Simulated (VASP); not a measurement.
Crystal: BN (series).

```xyz
2
Lattice="0.0000 1.8075 1.8075 1.8075 0.0000 1.8075 1.8075 1.8075 0.0000" Properties=species:S:1:pos:R:3 pbc="T T T"
B     0.0000    0.0000    0.0000
N     0.9038    0.9038    0.9038
```

Base run:

```yaml
Program: VASP 6.6.1
Functional: PBE
Potentials_or_basis: VASP PAW PBE potentials, release 64 (B, N)
Cutoff: 600 eV
k_mesh: 8 × 8 × 8
Occupations: gaussian, width 0.02 eV
Spin: no spin polarisation
```

Its results: band gap on the k mesh 4.46 eV, indirect (least direct gap 8.82 eV); pressure 3.0 GPa.

The run is repeated on the same cell with these changes: k mesh from 8 × 8 × 8 to 4 × 4 × 4. What comes out?

Band gap on the k mesh 4.44 eV, indirect (least direct gap 8.79 eV); pressure 3.7 GPa.

Caveats: some runs use coarse meshes.

A k mesh can miss the band edges.
